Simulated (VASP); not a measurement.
# BaTiO3 (P4/mmm) in VASP: further runs

Runs on BaTiO3. Level: PBE. Tasks: electric field gradients.

Everything below comes from runs of VASP 6.6.1. Logs are shortened: lines on timing, memory, paths and dates and some standing lists are left out, and cuts for length are marked.

### 1 The cell of the first run

Symmetry: P4/mmm, No. 123, tetragonal system. Conventional cell: a = 4.000 Å, b = 4.000 Å, c = 3.978 Å, α = 90.00°, β = 90.00°, γ = 90.00°. Within 3.7 Å of Ba (site symmetry 4/mmm) lie 12 O at 2.82 to 2.83 Å and 8 Ti at 3.46 Å. Within 2.6 Å of Ti (site symmetry 4/mmm) lie 6 O at 1.99 to 2.00 Å. O (site symmetry 4/mmm) has 2 Ti at 1.99 Å within 2.6 Å. O (site symmetry mmm) has 2 Ti at 2.00 Å within 2.6 Å.

### 2 Electric field gradients, PBE (zz strain of -1 %)

INCAR reads:

```
SYSTEM = BaTiO3
  PREC = Accurate
  ENCUT = 520
  EDIFF = 1E-8
  ISMEAR = -1
  SIGMA = 0.03
  LREAL = .FALSE.
  LASPH = .TRUE.
  NELM = 100
  ALGO = Normal
  ISIF = 2
  LWAVE = .FALSE.
  LCHARG = .FALSE.
  GGA = PE
  LEFG = .TRUE.
  NBANDS = 28
```

KPOINTS reads:

```
Automatic mesh
0
G
  7 7 7
  0 0 0
```

POSCAR reads:

```
BaTiO3
1.0
    3.9998000000      0.0000000000      0.0000000000
    0.0000000000      3.9998000000      0.0000000000
    0.0000000000      0.0000000000      3.9778200000
Ba Ti O
1 1 3
Direct
    0.0000000000      0.0000000000      0.0000000000
    0.5000000000      0.5000000000      0.5000000000
    0.5000000000      0.5000000000      0.0000000000
    0.5000000000      0.0000000000      0.5000000000
    0.0000000000      0.5000000000      0.5000000000
```

Potentials or basis: VASP PAW PBE potentials, release 64 (Ba_sv, Ti_sv, O).

Launch:

```sh
$ cat potpaw_PBE.64/Ba_sv/POTCAR potpaw_PBE.64/Ti_sv/POTCAR potpaw_PBE.64/O/POTCAR > POTCAR
$ mpirun -np 1 vasp_std > vasp.out
```

OUTCAR:

```text
SYSTEM = BaTiO3
   PREC = Accurate
   ENCUT = 520
   EDIFF = 1E-8
   ISMEAR = -1
   LREAL = .FALSE.
   LASPH = .TRUE.
   NELM = 100
   ISIF = 2
   GGA = PE

 ion  position               nearest neighbor table
   1  0.000  0.000  0.000-   4 2.82   5 2.82   4 2.82   5 2.82   5 2.82   5 2.82   4 2.82   4 2.82
                             3 2.83   3 2.83   3 2.83   3 2.83   2 3.46   2 3.46   2 3.46   2 3.46
   2  0.500  0.500  0.500-   3 1.99   3 1.99   5 2.00   4 2.00   4 2.00   5 2.00   1 3.46   1 3.46
                             1 3.46   1 3.46   1 3.46   1 3.46   1 3.46   1 3.46
   3  0.500  0.500  0.000-   2 1.99   2 1.99   1 2.83   1 2.83   1 2.83   1 2.83
   4  0.500  0.000  0.500-   2 2.00   2 2.00   1 2.82   1 2.82   1 2.82   1 2.82
   5  0.000  0.500  0.500-   2 2.00   2 2.00   1 2.82   1 2.82   1 2.82   1 2.82

  LATTYP: Found a simple tetragonal cell.
 ALAT       =     3.9998000000
 C/A-ratio  =     0.9945047252

  Lattice vectors:

 A1 = (   3.9998000000,   0.0000000000,   0.0000000000)
 A2 = (   0.0000000000,   3.9998000000,   0.0000000000)
 A3 = (   0.0000000000,   0.0000000000,   3.9778200000)

Analysis of symmetry for initial positions (statically):
=====================================================================
 Subroutine PRICEL returns:
 Original cell was already a primitive cell.

 Routine SETGRP: Setting up the symmetry group for a
 simple tetragonal supercell.

 Subroutine GETGRP returns: Found 16 space group operations
 (whereof 16 operations were pure point group operations)
 out of a pool of 16 trial point group operations.

The static configuration has the point symmetry D_4h.

Analysis of symmetry for dynamics (positions and initial velocities):
=====================================================================
 Subroutine PRICEL returns:
 Original cell was already a primitive cell.

 Routine SETGRP: Setting up the symmetry group for a
 simple tetragonal supercell.

 Subroutine GETGRP returns: Found 16 space group operations
 (whereof 16 operations were pure point group operations)
 out of a pool of 16 trial point group operations.

The dynamic configuration has the point symmetry D_4h.

 Subroutine INISYM returns: Found 16 space group operations
 (whereof 16 operations are pure point group operations),
 and found     1 'primitive' translations

----------------------------------------------------------------------------------------

                                     Primitive cell

  volume of cell :      63.6388

  direct lattice vectors                    reciprocal lattice vectors
     3.999800000  0.000000000  0.000000000     0.250012501  0.000000000  0.000000000
     0.000000000  3.999800000  0.000000000     0.000000000  0.250012501  0.000000000
     0.000000000  0.000000000  3.977820000     0.000000000  0.000000000  0.251393980

  length of vectors
     3.999800000  3.999800000  3.977820000     0.250012501  0.250012501  0.251393980

  position of ions in fractional coordinates (direct lattice)
     0.000000000  0.000000000  0.000000000
     0.500000000  0.500000000  0.500000000
     0.500000000  0.500000000  0.000000000
     0.500000000  0.000000000  0.500000000
     0.000000000  0.500000000  0.500000000

  ion indices of the primitive-cell ions
   primitive index   ion index
                 1           1
                 2           2
                 3           3
                 4           4
                 5           5

----------------------------------------------------------------------------------------

 KPOINTS: Automatic mesh

Automatic generation of k-mesh.
 Grid dimensions read from file:
 generate k-points for:    7    7    7

 Generating k-lattice:

  Cartesian coordinates                     Fractional coordinates (reciprocal lattice)
     0.035716072  0.000000000  0.000000000     0.142857143  0.000000000  0.000000000
     0.000000000  0.035716072  0.000000000     0.000000000  0.142857143  0.000000000
     0.000000000  0.000000000  0.035913426     0.000000000  0.000000000  0.142857143

  Length of vectors
     0.035716072  0.035716072  0.035913426

  Shift w.r.t. Gamma in fractional coordinates (k-lattice)
     0.000000000  0.000000000  0.000000000

 Subroutine IBZKPT returns following result:
 ===========================================

 Found     40 irreducible k-points:

 Following reciprocal coordinates:
            Coordinates               Weight
  0.000000  0.000000  0.000000      1.000000
  0.142857  0.000000  0.000000      4.000000
  0.285714  0.000000  0.000000      4.000000
  0.428571  0.000000  0.000000      4.000000
  0.142857  0.142857  0.000000      4.000000
  0.285714  0.142857  0.000000      8.000000
[... 16 lines left out ...]
  0.285714  0.000000  0.285714      8.000000
  0.428571  0.000000  0.285714      8.000000
 [... further k-points ...]
   k-points           NKPTS =     40   k-points in BZ     NKDIM =     40   number of bands    NBANDS=     28
   number of dos      NEDOS =    301   number of ions     NIONS =      5
   total plane-waves  NPLWV =  27000
   dimension x,y,z NGX =    30 NGY =   30 NGZ =   30
   dimension x,y,z NGXF=    60 NGYF=   60 NGZF=   60
   ions per type =               1   1   3
   NGX,Y,Z   is equivalent  to a cutoff of  12.47, 12.47, 12.54 a.u.
   NGXF,Y,Z  is equivalent  to a cutoff of  24.94, 24.94, 25.08 a.u.
 SYSTEM =  BaTiO3
   PREC   = accura    normal or accurate (medium, high low for compatibility)
   ISTART =      0    job   : 0-new  1-cont  2-samecut
   ICHARG =      2    charge: 1-file 2-atom 10-const
   ISPIN  =      1    spin polarized calculation?
   LNONCOLLINEAR =      F non collinear calculations
   LSORBIT =      F    spin-orbit coupling
   LASPH  =      T    aspherical Exc in radial PAW
   ENCUT  =  520.0 eV  38.22 Ry    6.18 a.u.   7.44  7.44  7.40*2*pi/ulx,y,z
   NELM   =    100;   NELMIN=  2; NELMDL= -5     # of ELM steps
   EDIFF  = 0.1E-07   stopping-criterion for ELM
   LREAL  =      F    real-space projection
   EDIFFG = 0.1E-06   stopping-criterion for IOM
   NSW    =      0    number of steps for IOM
   IBRION =     -1    ionic relax: 0-MD 1-quasi-New 2-CG
   NFREE  =      0    steps in history (QN), initial steepest desc. (CG)
   ISIF   =      2    stress and relaxation
   ISYM   =      2    0-nonsym 1-usesym 2-fastsym
   POTIM  = 0.5000    time-step for ionic-motion
   TEBEG  =    0.0;   TEEND  =   0.0 temperature during run
   PSTRESS=    0.0 pullay stress
   NELECT =      40.0000    total number of electrons
   NUPDOWN=      -1.0000    fix difference up-down
   EMIN   =  10.00;   EMAX   =-10.00  energy-range for DOS
   EFERMI =   0.00;   METHOD = LEGACY
   ISMEAR =    -1;   SIGMA  =   0.03  broadening in eV -4-tet -1-fermi 0-gaus
   EFERMI_NEDOS =   21; number of points for ismear=-14 and -15
   IALGO  =     38    algorithm
   IMIX   =      4    mixing-type and parameters
     AMIX     =   0.40;   BMIX     =  1.00
     AMIX_MAG =   1.60;   BMIX_MAG =  1.00
  volume/ion in A,a.u.               =      12.73        85.89
  Fermi-wavevector in a.u.,A,eV,Ry     =   1.402343  2.650044 26.756755  1.966566
  Thomas-Fermi vector in A             =   2.525114
   LORBIT       =      0    0 simple, 1 ext, 2 COOP (PROOUT), +10 PAW based schemes
   GGA     = PE    functional components
   LHFCALC =     F    Hartree Fock is set to
   AEXX    =    0.0000 exact exchange contribution
   IVDW    =     0    specifies the selected vdW correction
   LEPSILON=     F    determine dielectric tensor
   LRPA    =     F    only Hartree local field effects (RPA)
 non-spin polarized calculation
  energy-cutoff  :      520.00
  volume of cell :       63.64
 maximum number of plane-waves:      1743
 NGX is ok and might be reduce to    30
   NGX = 15   NGY = 15   NGZ = 15

 number of electron      39.9999977 magnetization

 Free energy of the ion-electron system (eV)
  ---------------------------------------------------
  ext. energy  EPLUGINS =         0.00000000
  ---------------------------------------------------
  free energy    TOTEN  =       -39.95159679 eV

  energy without entropy =      -39.95159679  energy(sigma->0) =      -39.95159679

 E-fermi :   4.6416     XC(G=0): -11.3000

 val. band max:        3.8318896467   @ k =   0.4286   0.4286   0.4286
 cond. band min:       5.6455475026   @ k =   0.0000   0.0000   0.0000
 fundamental gap:      1.8136578559
 Fermi energy:         4.6415635834

 k-point     1 :       0.0000    0.0000    0.0000
  band No.  band energies     occupation
      1     -52.7136      2.00000
      2     -28.9303      2.00000
      3     -28.9279      2.00000
      4     -28.9279      2.00000
      5     -20.9039      2.00000
      6     -13.0190      2.00000
[... 20 lines left out ...]
     27       8.9796      0.00000
     28      11.3596      0.00000

 k-point     2 :       0.1429    0.0000    0.0000
  band No.  band energies     occupation
      1     -52.7134      2.00000
      2     -28.9380      2.00000
      3     -28.9299      2.00000
      4     -28.9276      2.00000
      5     -20.8812      2.00000
      6     -13.0364      2.00000
[... 20 lines left out ...]
     27       9.3754      0.00000
     28      11.8448      0.00000

 k-point     3 :       0.2857    0.0000    0.0000
  band No.  band energies     occupation
      1     -52.7129      2.00000
      2     -28.9605      2.00000
      3     -28.9291      2.00000
      4     -28.9267      2.00000
      5     -20.8294      2.00000
      6     -13.1362      2.00000
[... 616 lines left out ...]
      3     -28.9585      2.00000
      4     -28.9254      2.00000
      5     -20.7685      2.00000
      6     -12.9519      2.00000
[... 20 lines left out ...]
     27      11.7618      0.00000
     28      12.5520      0.00000

 k-point    24 :       0.4286    0.0000    0.2857
  band No.  band energies     occupation
      1     -52.7119      2.00000
      2     -28.9762      2.00000
      3     -28.9624      2.00000
      4     -28.9247      2.00000
      5     -20.7355      2.00000
      6     -12.9255      2.00000
[... 20 lines left out ...]
     27      12.4179      0.00000
     28      12.8287      0.00000

 [... further k-points ...]

------------------------ aborting loop because EDIFF is reached ----------------------------------------

  FORCE on cell =-STRESS in cart. coord.  units (eV):
  Direction    XX          YY          ZZ          XY          YZ          ZX
  --------------------------------------------------------------------------------------
  -------------------------------------------------------------------------------------
  Total        1.9421967      1.9421967      2.3913327      0.0000000      0.0000000      0.0000000
  in kB       48.8969878     48.8969878     60.2044927      0.0000000      0.0000000      0.0000000
  external PRESSURE =      52.6661561 kB  Pullay stress =       0.0000000 kB

 VOLUME and BASIS-vectors are now :
 -----------------------------------------------------------------------------
  energy-cutoff  :      520.00
  volume of cell :       63.64
      direct lattice vectors                 reciprocal lattice vectors
     3.999800000  0.000000000  0.000000000     0.250012501  0.000000000  0.000000000
     0.000000000  3.999800000  0.000000000     0.000000000  0.250012501  0.000000000
     0.000000000  0.000000000  3.977820000     0.000000000  0.000000000  0.251393980

 POSITION                                       TOTAL-FORCE (eV/Angst)
 -----------------------------------------------------------------------------------
      0.00000      0.00000      0.00000         0.000000      0.000000      0.000000
      1.99990      1.99990      1.98891         0.000000      0.000000      0.000000
      1.99990      1.99990      0.00000         0.000000      0.000000      0.000000
      1.99990      0.00000      1.98891         0.000000      0.000000      0.000000
      0.00000      1.99990      1.98891         0.000000      0.000000      0.000000
 -----------------------------------------------------------------------------------
    total drift:                                0.000000      0.000000     -0.000000

  FREE ENERGIE OF THE ION-ELECTRON SYSTEM (eV)
  ---------------------------------------------------
  free  energy   TOTEN  =       -39.9515967901 eV

  energy  without entropy=      -39.9515967901  energy(sigma->0) =      -39.95159679

 Electric field gradients (V/A^2)
---------------------------------------------------------------------
 ion       V_xx      V_yy      V_zz      V_xy      V_xz      V_yz
---------------------------------------------------------------------
   1       0.411     0.411    -0.822     0.000     0.000    -0.000
   2       2.445     2.445    -4.889     0.000    -0.000     0.000
   3     -11.227   -11.227    22.454     0.000     0.000     0.000
   4     -11.610    25.048   -13.438     0.000    -0.000    -0.000
   5      25.048   -11.610   -13.438     0.000    -0.000     0.000
---------------------------------------------------------------------

 Electric field gradients after diagonalization (V/A^2)
 (convention: |V_zz| > |V_xx| > |V_yy|)
----------------------------------------------------------------------
 ion       V_xx      V_yy      V_zz     asymmetry (V_yy - V_xx)/ V_zz
----------------------------------------------------------------------
   1       0.411     0.411    -0.822       0.000
   2       2.445     2.445    -4.889       0.000
   3     -11.227   -11.227    22.454       0.000
   4     -13.438   -11.610    25.048       0.073
   5     -13.438   -11.610    25.048       0.073
----------------------------------------------------------------------

           NMR quadrupolar parameters

 Cq : quadrupolar parameter    Cq=e*Q*V_zz/h
 eta: asymmetry parameters     (V_yy - V_xx)/ V_zz
 Q  : nuclear electric quadrupole moment in mb (millibarn)
----------------------------------------------------------------------
 ion       Cq(MHz)       eta       Q (mb)
----------------------------------------------------------------------
   1      -0.002       0.000       1.000
   2      -0.012       0.000       1.000
   3       0.054       0.000       1.000
   4       0.061       0.073       1.000
   5       0.061       0.073       1.000
----------------------------------------------------------------------
```

Wall time 86 s (1 thread of Intel Xeon Platinum 8259CL at 2.50GHz (Skylake/Cascade Lake), shared host); peak memory 0.21 GiB.

Results:

| Quantity | Value |
| --- | --- |
| Free energy | -39.9516 eV |
| Pressure | 5.3 GPa |
| Band gap on the k mesh | 1.81 eV (least direct gap 1.89 eV) |
| Largest electric field gradient by atom | Ba -0.8; Ti -4.9; O +22.5, +25.0 (each value once) V/Å² |

Stress tensor (GPa, compression positive):
```
4.89 0.00 0.00
0.00 4.89 0.00
0.00 0.00 6.02
```

Levels at points of the mesh, in eV from the valence-band top:
```tsv
k point	band 17	band 18	band 19	band 20	band 21	band 22	band 23	band 24
(0.00, 0.00, 0.00)	-1.03	-0.08	-0.08	-0.07	1.81	1.82	1.82	3.99
```

Electric field gradients, principal values (V/Å²):
| atom | least | middle | greatest (by size) |
| --- | --- | --- | --- |
| 1 Ba | 0.411 | 0.411 | -0.822 |
| 2 Ti | 2.445 | 2.445 | -4.889 |
| 3 O | -11.227 | -11.227 | 22.454 |
| 4 O | -11.610 | -13.438 | 25.048 |
| 5 O | -11.610 | -13.438 | 25.048 |

Caveat: the cell differs from its parent crystal (zz strain of -1 %); the cell stands under pressure; without QUAD_EFG the Cq values of the log hold for a quadrupole moment of 1 mb, not for the nuclei; spin-orbit coupling is left out, which moves the levels of the heavy elements; an odd mesh through Γ misses points on the zone boundary, where band edges can lie.

(Part 1 of 3 ends here.)
